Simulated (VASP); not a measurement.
Here is a VASP 6.6.1 calculation.

Contents of INCAR:

```
  PREC = Accurate
  ENCUT = 520
  EDIFF = 1E-6
  ISMEAR = -1
  SIGMA = 0.1
  LREAL = F
  LASPH = T
  NELM = 100
  ALGO = Normal
  ISIF = 2
  LWAVE = F
  LCHARG = T
  GGA = PE
  LELF = T
  LVHAR = T
  NBANDS = 13
```

Contents of KPOINTS:

```
regular mesh
0
Gamma
  14 14 14
```

POSCAR

```
Sn
1.0
   -1.9043927953      1.9043927953      1.9043927953
    1.9043927953     -1.9043927953      1.9043927953
    1.9043927953      1.9043927953     -1.9043927953
Sn
1
Direct
    0.0000000000      0.0000000000      0.0000000000
```

Potentials or basis: VASP PAW PBE potentials, release 64 (Sn_d).

Launch:

```bash
$ cat potpaw_PBE.64/Sn_d/POTCAR > POTCAR
$ mpirun -np 1 vasp_std > vasp.out
```

(1) Predict the band gap on the k mesh.

(2) Predict the pressure.

Results:

(1) zero (band 7 reaches 15.71 eV, above the bottom of band 8 at 5.53 eV).

(2) 0.0 GPa.

Caveat: spin-orbit coupling is left out, which moves the levels of the heavy elements.
